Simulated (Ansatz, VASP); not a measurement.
# Two plane-wave programs on SnO

```xyz
4
Lattice="3.3156 0.0000 0.0000 0.0000 5.7050 0.0000 0.0000 0.0000 3.8942" Properties=species:S:1:pos:R:3 pbc="T T T"
Sn    0.0000    1.3338    2.0490
Sn    1.6578    4.3712    0.1019
O     0.0000    5.0510    2.8187
O     1.6578    0.6540    0.8716
```

Alike in both runs: functional PBEsol; k mesh 8 × 6 × 6; occupations gaussian, width 0.02 eV; no spin polarisation.

Ansatz relaxed the structure, and its values are those at the end. VASP's run is a single point on that final structure, the one shown.

```csv
,VASP,Ansatz
version,VASP 6.6.1,Ansatz 0.2.0
potentials or method,"VASP PAW PBE potentials, release 64 (Sn_d, O), cutoff 520 eV","scalar-relativistic, plane waves, PAW"
valence electrons in the cell,40,40
```

```tsv
	VASP	Ansatz	Ansatz less VASP
gap on the k mesh at the Fermi level (eV)	1.23	1.24	+0.011
least direct gap on the mesh (eV)	1.85	1.86	+0.012
pressure (GPa)	0.2	0.0	-0.25
rms of the force components (eV/Å)	0.037	0.000	-0.0367
```

VASP's potentials were made for PBE, not for PBEsol. With one functional, cell and mesh, what is left measures potentials, basis and numerics.
